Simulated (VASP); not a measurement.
InGa3Se2:

```
CELL_PARAMETERS angstrom
6.36500 0.00000 0.00000
-3.18250 5.51225 0.00000
0.00000 0.00000 4.29909
ATOMIC_POSITIONS crystal
In 0.00000 0.00000 0.92960
Ga 0.50000 0.50000 0.44875
Ga 0.50000 0.00000 0.44875
Ga 0.00000 0.50000 0.44875
Se 0.66667 0.33333 0.95890
Se 0.33333 0.66667 0.95890
```

The cell was generated, and may not be a known phase.

```yaml
Program: VASP 6.6.1
Task: relaxation of cell and atoms
Functional: PBE
Potentials_or_basis: VASP PAW PBE potentials, release 64 (In_d, Ga_d, Se)
Cutoff: 600 eV
k_mesh: 6 × 6 × 10
Occupations: gaussian, width 0.1 eV
Spin: no spin polarisation
```

At the start: pressure 0.2 GPa; volume 25.14 Å³/atom.

Task: How do energy, volume and symmetry change on relaxing?

Result: Over 16 steps the energy falls by 8.8 meV/atom and the volume is 24.62 Å³/atom (-2.0 %); space group P6mm (No. 183, to 0.1 Å) before and after.

The path:
| step | energy change (eV) | largest force (eV/Å) | pressure (GPa) | volume (Å³) |
| --- | --- | --- | --- | --- |
| 1 | 0.0000 | 0.0277 | 0.22 | 150.84 |
| 2 | -0.0306 | 0.0136 | -0.29 | 151.58 |
| 3 | -0.0406 | 0.0181 | -0.77 | 152.29 |
| 4 | -0.0513 | 0.0144 | -0.34 | 149.38 |
| 5 | -0.0523 | 0.0123 | 0.10 | 147.01 |
| 6 | -0.0527 | 0.0144 | -0.07 | 147.76 |
| 7 | -0.0527 | 0.0130 | 0.03 | 147.65 |
| 8 | -0.0528 | 0.0119 | -0.05 | 147.77 |
| 9 | -0.0528 | 0.0121 | -0.03 | 147.80 |
| 10 | -0.0529 | 0.0115 | -0.04 | 147.87 |
| 11 | -0.0529 | 0.0095 | 0.08 | 147.71 |
| 12 | -0.0529 | 0.0130 | -0.01 | 147.77 |
| 13 | -0.0529 | 0.0103 | 0.04 | 147.76 |
| 14 | -0.0529 | 0.0130 | 0.02 | 147.76 |
| 15 | -0.0529 | 0.0126 | 0.01 | 147.77 |
| 16 | -0.0529 | 0.0097 | 0.02 | 147.75 |

Final structure:
```
In Ga Se
1.0
     6.19957    0.00000    0.00000
    -3.09978    5.36898    0.00000
     0.00000    0.00000    4.43885
In Ga Se
1 3 2
Direct
  0.00000 0.00000 0.93105
  0.50000 0.50000 0.44857
  0.50000 0.00000 0.44857
  0.00000 0.50000 0.44857
  0.66667 0.33333 0.95845
  0.33333 0.66667 0.95845
```
